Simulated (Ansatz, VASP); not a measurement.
# Two plane-wave programs on Hf3Si2

```
Hf Si
1.0
     6.97646    0.00000    0.00000
     0.00000    6.97646    0.00000
     0.00000    0.00000    3.60703
Hf Si
6 4
Direct
  0.67386 0.82614 0.50000
  0.82614 0.32614 0.50000
  0.32614 0.17386 0.50000
  0.17386 0.67386 0.50000
  0.50717 0.47822 0.00000
  0.00000 0.00000 0.00000
  0.62381 0.12381 0.00000
  0.87619 0.62381 0.00000
  0.12381 0.37619 0.00000
  0.37619 0.87619 0.00000
```

Alike in both runs: task single point; functional PBEsol; k mesh 6 × 6 × 12; occupations gaussian, width 0.15 eV; no spin polarisation.

|  | VASP | Ansatz |
| --- | --- | --- |
| version | VASP 6.6.1 | Ansatz 0.2.0 |
| potentials or method | VASP PAW PBE potentials, release 64 (Hf_pv, Si), cutoff 520 eV | scalar-relativistic, plane waves, PAW |
| valence electrons in the cell | 76 | 172 |

|  | VASP | Ansatz | Ansatz less VASP |
| --- | --- | --- | --- |
| gap on the k mesh at the Fermi level (eV) | none | none | - |
| pressure (GPa) | 0.5 | 0.5 | +0.02 |
| traceless stress, the component that is largest in VASP (GPa) | 0.42 | 0.43 | +0.007 |
| rms of the force components (eV/Å) | 0.439 | 0.439 | -0.0001 |

VASP's potentials were made for PBE, not for PBEsol. Atom by atom the forces differ by 0.003 eV/Å (rms over components). A gap of «none» marks a metal or a gap that the smearing closes. VASP's potentials hold 76 valence electrons a cell and Ansatz's 172, so a difference there can come from the potentials and not from the codes.

Neither program's run includes spin-orbit coupling.
